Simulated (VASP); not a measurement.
The system is TiTe2.

```
CELL_PARAMETERS angstrom
3.77700 0.00000 0.00000
-1.88850 3.27098 0.00000
0.00000 0.00000 6.49800
ATOMIC_POSITIONS crystal
Te 0.33333 0.66667 0.73720
Te 0.66667 0.33333 0.26280
Ti 0.00000 0.00000 0.00000
```

```yaml
Program: VASP 6.6.1
Task: relaxation of cell and atoms
Functional: RPBE
Potentials_or_basis: VASP PAW PBE potentials, release 64 (Te, Ti_sv)
Cutoff: 600 eV
k_mesh: 8 × 8 × 4
Occupations: fermi-dirac, width 0.05 eV
Spin: no spin polarisation
```

At the start: pressure 2.8 GPa; volume 26.76 Å³/atom.

**Question.** Where does the relaxation end?

**Answer.** Over 39 steps the energy falls by 45.1 meV/atom and the volume is 36.23 Å³/atom (+35.4 %); space group P-3m1 (No. 164, to 0.05 Å).

The path:
```
step  energy change (eV)  largest force (eV/Å)  pressure (GPa)  volume (Å³)
   1              0.0000                0.0984            2.79        80.28
   2             -0.0199                0.4964           -1.31        85.82
   3             -0.0296                0.2887            0.07        83.73
   4             -0.0367                0.2444            0.06        84.30
   5             -0.0521                0.1180            0.06        86.04
   6             -0.0596                0.1250            0.22        89.60
   7             -0.0652                0.0791            0.00        90.54
   8             -0.0780                0.0466           -0.55        93.37
   9             -0.0916                0.2711           -1.48        99.04
  10             -0.0961                0.2661           -1.41        99.35
  11             -0.1080                0.2476           -1.19       100.27
  12             -0.1244                0.1933           -0.69       102.00
  13             -0.1242                0.0299            0.57       105.08
  14             -0.1310                0.1032           -0.09       103.38
  15             -0.1316                0.0723            0.00       103.23
  16             -0.1321                0.0148            0.20       102.95
  17             -0.1325                0.0206            0.12       103.18
  18             -0.1327                0.0321           -0.02       103.63
  19             -0.1327                0.0308           -0.01       103.58
  20             -0.1327                0.0240            0.02       103.60
  21             -0.1328                0.0083            0.07       103.65
  22             -0.1328                0.0233            0.16       103.77
  23             -0.1329                0.0051            0.10       103.70
  24             -0.1329                0.0047            0.11       103.74
  25             -0.1330                0.0037            0.08       103.87
  26             -0.1331                0.0012            0.05       104.12
  27             -0.1333                0.0037           -0.01       104.63
  28             -0.1333                0.0128           -0.14       105.64
  29             -0.1334                0.0082           -0.08       105.15
  30             -0.1335                0.0055           -0.07       105.27
  31             -0.1339                0.0035           -0.03       105.62
  32             -0.1345                0.0224            0.04       106.33
  33             -0.1347                0.0631            0.19       107.74
  34             -0.1349                0.0546            0.16       108.02
  35             -0.1351                0.0303            0.06       108.84
  36             -0.1352                0.0186            0.01       109.23
  37             -0.1352                0.0170            0.01       109.18
  38             -0.1352                0.0118            0.00       109.01
  39             -0.1353                0.0017           -0.02       108.68
```

Final structure:
```xyz
3
Lattice="3.8127 0.0000 0.0000 -1.9063 3.3019 0.0000 0.0000 0.0000 8.6328" Properties=species:S:1:pos:R:3 pbc="T T T"
Te    0.0000    2.2013    6.8932
Te    1.9063    1.1006    1.7395
Ti    0.0000    0.0000    0.0000
```

Caveat: the volume moved by over 15 % at a fixed basis, so the end points are rough; the PAW data sets were made with another functional, which shifts forces and pressure a little; this functional lacks dispersion, which binds the layers, so the pressure and a relaxed spacing across them are unreliable; the volume moved by +35 % from the deposited cell, more than functionals usually miss.
